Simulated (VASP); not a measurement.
A run of VASP 6.6.1 is set up as follows.

Contents of INCAR:

```
PREC = Accurate ; ENCUT = 520
EDIFF = 1E-7 ; ISMEAR = -1
SIGMA = 0.1 ; LREAL = False
LASPH = True ; NELM = 60
ALGO = Normal ; ISIF = 2
LWAVE = False ; LCHARG = False
GGA = RP ; NBANDS = 10
```

The input KPOINTS:

```
Automatic mesh
0
Gamma
  22 22 22
```

POSCAR

```
B
1.0
    0.0000000000      2.0385974816      2.0385974816
    2.0385974816      0.0000000000      2.0385974816
    2.0385974816      2.0385974816      0.0000000000
B
2
Direct
    0.1250000000      0.1250000000      0.1250000000
    0.8750000000      0.8750000000      0.8750000000
```

Potentials or basis: VASP PAW PBE potentials, release 64 (B).

Launch:

```sh
$ cat potpaw_PBE.64/B/POTCAR > POTCAR
$ mpirun -np 1 vasp_std > vasp.out
```

What does it give for the band gap on the k mesh?

Zero (band 3 reaches 7.71 eV, above the bottom of band 4 at 0.68 eV).

Predict the pressure.

-0.1 GPa.

Caveat: the PAW data sets were made with another functional, which shifts forces and pressure a little.
